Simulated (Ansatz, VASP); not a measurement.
## One calculation of Al2P3, two programs

```
Al P
1.0
     0.00000    0.00000    3.00098
     7.16327    0.00000    0.00000
     0.00000    7.16327    0.00000
Al P
4 6
Direct
  0.00000 0.84728 0.34728
  0.00000 0.65272 0.84728
  0.00000 0.15272 0.65272
  0.00000 0.34728 0.15272
  0.00000 0.50000 0.50000
  0.00000 0.00000 0.00000
  0.50000 0.64533 0.14533
  0.50000 0.85467 0.64533
  0.50000 0.35467 0.85467
  0.50000 0.14533 0.35467
```

Alike in both runs: task single point; functional PBE; k mesh 8 × 4 × 4; occupations gaussian, width 0.2 eV; no spin polarisation.

```csv
,VASP,Ansatz
version,VASP 6.6.1,Ansatz 0.2.0
potentials or method,"VASP PAW PBE potentials, release 64 (Al, P), cutoff 520 eV","scalar-relativistic, plane waves, PAW"
valence electrons in the cell,42,42
```

|  | VASP | Ansatz | Ansatz less VASP |
| --- | --- | --- | --- |
| gap on the k mesh at the Fermi level (eV) | none | none | - |
| pressure (GPa) | 0.0 | 0.1 | +0.10 |
| rms of the force components (eV/Å) | 0.024 | 0.025 | +0.0013 |

Atom by atom the forces differ by 0.001 eV/Å (rms over components). A gap of «none» marks a metal or a gap that the smearing closes.
